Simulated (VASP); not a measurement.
Pt:

```xyz
1
Lattice="0.0000 1.9750 1.9750 1.9750 0.0000 1.9750 1.9750 1.9750 0.0000" Properties=species:S:1:pos:R:3 pbc="T T T"
Pt    0.0000    0.0000    0.0000
```

| Property | Result |
| --- | --- |
| Program | VASP 6.6.1 |
| Task | relaxation of cell and atoms |
| Functional | PBE |
| Potentials or basis | VASP PAW PBE potentials, release 64 (Pt) |
| Cutoff | 600 eV |
| k mesh | 12 × 12 × 12 |
| Occupations | gaussian, width 0.1 eV |
| Spin | no spin polarisation |

At the start: pressure 3.7 GPa; volume 15.41 Å³/atom.

Problem. How do energy, volume and symmetry change on relaxing?

Solution. Over 9 steps the energy falls by 2.5 meV/atom and the volume is 15.63 Å³/atom (+1.4 %); space group Fm-3m (No. 225, to 0.05 Å).

The path:
```csv
step,energy change (eV),largest force (eV/Å),pressure (GPa),volume (Å³)
1,0.0000,0.0000,3.67,15.41
2,0.0132,0.0000,-8.38,16.21
3,-0.0025,0.0000,0.06,15.63
4,-0.0025,0.0000,-0.15,15.64
5,-0.0024,0.0000,0.30,15.61
6,-0.0025,0.0000,0.04,15.63
7,-0.0025,0.0000,-0.03,15.63
8,-0.0025,0.0000,-0.04,15.63
9,-0.0025,0.0000,-0.02,15.63
```

Final structure:
```yaml
crystal:
  lattice:
    - [0.00000, 1.98436, 1.98436]
    - [1.98436, 0.00000, 1.98436]
    - [1.98436, 1.98436, 0.00000]
  atoms:
    - { symbol: Pt, position: [0.00000, 0.00000, 0.00000] }
```
